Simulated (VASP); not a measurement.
A run of VASP 6.6.1:

Contents of INCAR:

```
SYSTEM = BaH4
  ALGO = Normal
  EDIFF = 1E-6
  ENCUT = 520
  GGA = PE
  ISIF = 2
  ISMEAR = 0
  LASPH = .True.
  LCHARG = .False.
  LREAL = .False.
  LWAVE = .False.
  NBANDS = 15
  NELM = 100
  PREC = Accurate
  SIGMA = 0.02
```

Contents of KPOINTS:

```
k-points
0
Gamma
  6 6 6
  0 0 0
```

File POSCAR:

```
BaH4
1.0
    3.6969255830     -2.2408946427     -0.0009654271
    3.6969255830      2.2408946427     -0.0009654271
   -2.3079356223      0.0000000000      3.6462063933
Ba H
1 4
Direct
    0.0000000000      0.0000000000      0.5000000000
    0.7405458005      0.7405458005      0.7617057664
    0.2594541995      0.2594541995      0.2382942336
    0.5388127106      0.5388127106      0.9658263187
    0.4611872894      0.4611872894      0.0341736813
```

Potentials or basis: VASP PAW PBE potentials, release 64 (Ba_sv, H).

Command:

```bash
$ cat potpaw_PBE.64/Ba_sv/POTCAR potpaw_PBE.64/H/POTCAR > POTCAR
$ mpirun -np 1 vasp_std > vasp.out
```

Hardware: 1 thread of Intel(R) Xeon(R) Platinum 8259CL CPU @ 2.50GHz (Skylake/Cascade Lake) (shared host).

**Question.** How long does it take, and how much memory?

**Answer.** Run time: 43 s on 1 thread of Intel(R) Xeon(R) Platinum 8259CL CPU @ 2.50GHz (Skylake/Cascade Lake) (shared host), peak memory 0.21 GiB. Counts: scf iterations 14, k points 68.
